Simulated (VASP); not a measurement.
A run of VASP 6.6.1 is set up as follows.

INCAR

```
SYSTEM = P
  ALGO = Normal
  EDIFF = 1E-7
  ENCUT = 520
  ISIF = 2
  ISMEAR = 0
  LASPH = .True.
  LCHARG = .False.
  LREAL = .False.
  LWAVE = .False.
  NBANDS = 12
  NELM = 100
  PREC = Accurate
  SIGMA = 0.15
```

The input KPOINTS:

```
k-points
0
Gamma
  20 20 20
  0 0 0
```

The input POSCAR:

```
P
1.0
   -1.6915100431      2.5151650373      1.8589441358
    1.6915100431     -2.5151650373      1.8589441358
    1.6915100431      2.5151650373     -1.8589441358
P
2
Direct
    0.8033091100      0.0533091100      0.7500000000
    0.1966908900      0.9466908900      0.2500000000
```

Potentials or basis: VASP PAW LDA potentials, release 64 (P).

The run is started by

```sh
$ cat potpaw_LDA.64/P/POTCAR > POTCAR
$ mpirun -np 1 vasp_std > vasp.out
```

What does it give for the pressure?

-2.3 GPa.

Estimate the largest force.

0.274 eV/Å.

Predict the band gap on the k mesh.

zero (bands 5 and 6 overlap by 1.18 eV).

Stress tensor (GPa, compression positive):
```
-1.80  0.00  0.00
 0.00 -2.81  0.00
 0.00  0.00 -2.35
```
